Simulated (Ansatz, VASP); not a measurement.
One calculation of HfC3, two programs

INCAR

```
SYSTEM = HfC3
ALGO = Normal ; EDIFF = 1E-7
ENCUT = 520 ; GGA = PE
ISIF = 2 ; ISMEAR = 0
LASPH = .TRUE. ; LCHARG = .TRUE.
LELF = .TRUE. ; LREAL = .FALSE.
LVHAR = .TRUE. ; LWAVE = .FALSE.
NBANDS = 32 ; NELM = 80
PREC = Accurate ; SIGMA = 0.1
```

File KPOINTS:

```
k-points
0
G
  6 6 4
  0 0 0
```

Contents of POSCAR:

```
HfC3
1.0
    4.9782244604      0.0000000000      0.0000000000
   -2.4891122302      4.3112688485      0.0000000000
    0.0000000000      0.0000000000      3.9957932313
Hf C
2 6
Direct
    0.3333333333      0.6666666667      0.2500000000
    0.6666666667      0.3333333333      0.7500000000
    0.8330000000      0.6660000000      0.2500000000
    0.1670000000      0.8330000000      0.7500000000
    0.3340000000      0.1670000000      0.2500000000
    0.1670000000      0.3340000000      0.7500000000
    0.8330000000      0.1670000000      0.2500000000
    0.6660000000      0.8330000000      0.7500000000
```

Input for Ansatz:

```yaml
crystal:
  lattice:
    - [4.9782244604, 0.0, 0.0]
    - [-2.4891122302, 4.3112688485, 0.0]
    - [0.0, 0.0, 3.9957932313]
  atoms:
    - { symbol: Hf, position: [0.3333333333, 0.6666666667, 0.25] }
    - { symbol: Hf, position: [0.6666666667, 0.3333333333, 0.75] }
    - { symbol: C, position: [0.833, 0.666, 0.25] }
    - { symbol: C, position: [0.167, 0.833, 0.75] }
    - { symbol: C, position: [0.334, 0.167, 0.25] }
    - { symbol: C, position: [0.167, 0.334, 0.75] }
    - { symbol: C, position: [0.833, 0.167, 0.25] }
    - { symbol: C, position: [0.666, 0.833, 0.75] }
basis:
  ecutwfc: 420
kpoints:
  mp_grid: { grid: [6, 6, 4] }
hamiltonian:
  xc: pbe
scf:
  occupations: { method: gaussian, width: 0.1 }
  lower_state_search: "off"
output:
  forces: true
  stress: true
  eigenvalues: true
```

Alike in both runs: task single point; functional PBE; k mesh 6 × 6 × 4; occupations gaussian, width 0.1 eV; no spin polarisation.

|  | VASP | Ansatz |
| --- | --- | --- |
| version | VASP 6.6.1 | Ansatz 0.2.0 |
| potentials or method | VASP PAW PBE potentials, release 64 (Hf_pv, C), cutoff 520 eV | scalar-relativistic, plane waves, PAW |
| valence electrons in the cell | 44 | 76 |

```csv
,VASP,Ansatz,Ansatz less VASP
gap on the k mesh at the Fermi level (eV),none,none,-
pressure (GPa),-18.7,-17.6,+1.06
"traceless stress, the component that is largest in VASP (GPa)",19.93,20.08,+0.150
rms of the force components (eV/Å),0.227,0.237,+0.0094
```

Atom by atom the forces differ by 0.009 eV/Å (rms over components). A gap of «none» marks a metal or a gap that the smearing closes. The functional is the same, so the differences come from potentials, cutoffs and numerics. VASP's potentials hold 44 valence electrons a cell and Ansatz's 76, so a difference there can come from the potentials and not from the codes.

The k mesh is coarse, so the values compare programs but aren't converged. Spin-orbit coupling is off throughout.
